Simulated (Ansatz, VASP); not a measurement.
**AlNi in VASP and in Ansatz**

The input INCAR:

```
SYSTEM = AlNi
PREC = Accurate ; ENCUT = 520
EDIFF = 1E-6 ; ISMEAR = 0
SIGMA = 0.023 ; LREAL = .False.
LASPH = .True. ; NELM = 150
ALGO = Fast ; ISIF = 2
LWAVE = .False. ; LCHARG = .False.
ISPIN = 2 ; MAGMOM = 1 0
LORBIT = 11 ; LMAXMIX = 4
GGA = PE ; NBANDS = 18
```

File KPOINTS:

```
regular mesh
0
Gamma
  9 9 9
  0 0 0
```

The input POSCAR:

```
AlNi
1.0
    2.8810000000      0.0000000000      0.0000000000
    0.0000000000      2.8810000000      0.0000000000
    0.0000000000      0.0000000000      2.8810000000
Ni Al
1 1
Direct
    0.5000000000      0.5000000000      0.5000000000
    0.0000000000      0.0000000000      0.0000000000
```

The input input.yaml:

```yaml
crystal:
  lattice:
    - [2.881, 0.0, 0.0]
    - [0.0, 2.881, 0.0]
    - [0.0, 0.0, 2.881]
  atoms:
    - { symbol: Ni, position: [0.5, 0.5, 0.5], spin: 1.0 }
    - { symbol: Al, position: [0.0, 0.0, 0.0] }
kpoints:
  mp_grid: { grid: [9, 9, 9] }
scf:
  occupations: { method: gaussian, width: 0.023 }
hamiltonian:
  xc: pbe
  pseudopotentials: { kind: all_electron, lapw: { basis_error: 0.001 } }
magnetization:
  spin_polarized: true
output:
  forces: true
  stress: true
  eigenvalues: true
```

Alike in both runs: task single point; functional PBE; k mesh 9 × 9 × 9; occupations gaussian, width 0.023 eV; collinear spin.

```csv
,VASP,Ansatz
version,VASP 6.6.1,Ansatz 0.2.0
potentials or method,"VASP PAW PBE potentials, release 64 (Ni, Al), cutoff 520 eV","all-electron LAPW, scalar-relativistic"
```

```tsv
	VASP	Ansatz	Ansatz less VASP
gap on the k mesh at the Fermi level (eV)	none	none	-
pressure (GPa)	1.8	1.9	+0.03
net moment per atom (μB)	0.00	0.00	0.000
```

A gap of «none» marks a metal or a gap that the smearing closes. Ansatz ran all-electron here, and VASP with PAW potentials.
